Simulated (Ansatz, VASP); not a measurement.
**Two plane-wave programs on Sb**

The input INCAR:

```
PREC     = Accurate       # precision mode
ENCUT    = 520            # plane-wave cutoff, eV
EDIFF    = 1E-7           # SCF threshold, eV
ISMEAR   = 0              # smearing method
SIGMA    = 0.1            # smearing width, eV
LREAL    = False          # projectors in reciprocal space
LASPH    = True           # aspherical terms in the spheres
NELM     = 100            # most SCF steps
ALGO     = Normal         # electronic algorithm
ISIF     = 2              # what is computed and relaxed
LWAVE    = False          # write WAVECAR
LCHARG   = False          # write CHGCAR
GGA      = PS             # functional
NBANDS   = 42             # bands
```

File KPOINTS:

```
Automatic mesh
0
Gamma
  3 3 3
```

Contents of POSCAR:

```
Sb
1.0
    4.0135081383      2.3172000041      6.8446454560
   -4.0135081383      2.3172000041      6.8446454560
    0.0000000000     -4.6344000080      6.8446454560
Sb
12
Direct
    0.0101900000      0.6536100000      0.0101900000
    0.0101900000      0.0101900000      0.6536100000
    0.6536100000      0.0101900000      0.0101900000
    0.9898100000      0.3463900000      0.9898100000
    0.3463900000      0.9898100000      0.9898100000
    0.9898100000      0.9898100000      0.3463900000
    0.2211800000      0.6306000000      0.2211800000
    0.2211800000      0.2211800000      0.6306000000
    0.6306000000      0.2211800000      0.2211800000
    0.7788200000      0.3694000000      0.7788200000
    0.3694000000      0.7788200000      0.7788200000
    0.7788200000      0.7788200000      0.3694000000
```

Input for Ansatz:

```yaml
crystal:
  lattice:
    - [4.0135081383, 2.3172000041, 6.844645456]
    - [-4.0135081383, 2.3172000041, 6.844645456]
    - [0.0, -4.634400008, 6.844645456]
  atoms:
    - { symbol: Sb, position: [0.01019, 0.65361, 0.01019] }
    - { symbol: Sb, position: [0.01019, 0.01019, 0.65361] }
    - { symbol: Sb, position: [0.65361, 0.01019, 0.01019] }
    - { symbol: Sb, position: [0.98981, 0.34639, 0.98981] }
    - { symbol: Sb, position: [0.34639, 0.98981, 0.98981] }
    - { symbol: Sb, position: [0.98981, 0.98981, 0.34639] }
    - { symbol: Sb, position: [0.22118, 0.6306, 0.22118] }
    - { symbol: Sb, position: [0.22118, 0.22118, 0.6306] }
    - { symbol: Sb, position: [0.6306, 0.22118, 0.22118] }
    - { symbol: Sb, position: [0.77882, 0.3694, 0.77882] }
    - { symbol: Sb, position: [0.3694, 0.77882, 0.77882] }
    - { symbol: Sb, position: [0.77882, 0.77882, 0.3694] }
basis:
  ecutwfc: 420
kpoints:
  mp_grid: { grid: [3, 3, 3] }
hamiltonian:
  xc: pbesol
scf:
  occupations: { method: gaussian, width: 0.1 }
  lower_state_search: "off"
output:
  forces: true
  stress: true
  eigenvalues: true
```

Alike in both runs: task single point; functional PBEsol; k mesh 3 × 3 × 3; occupations gaussian, width 0.1 eV; no spin polarisation.

|  | VASP | Ansatz |
| --- | --- | --- |
| version | VASP 6.6.1 | Ansatz 0.2.0 |
| potentials or method | VASP PAW PBE potentials, release 64 (Sb), cutoff 520 eV | scalar-relativistic, plane waves, PAW |
| valence electrons in the cell | 60 | 180 |

```tsv
	VASP	Ansatz	Ansatz less VASP
gap on the k mesh at the Fermi level (eV)	none	none	-
pressure (GPa)	11.9	11.5	-0.38
traceless stress, the component that is largest in VASP (GPa)	1.85	1.84	-0.014
rms of the force components (eV/Å)	0.923	0.889	-0.0338
```

VASP's potentials were made for PBE, not for PBEsol. Atom by atom the forces differ by 0.034 eV/Å (rms over components). A gap of «none» marks a metal or a gap that the smearing closes. VASP's potentials hold 60 valence electrons a cell and Ansatz's 180, so a difference there can come from the potentials and not from the codes.

Spin-orbit coupling is off throughout.
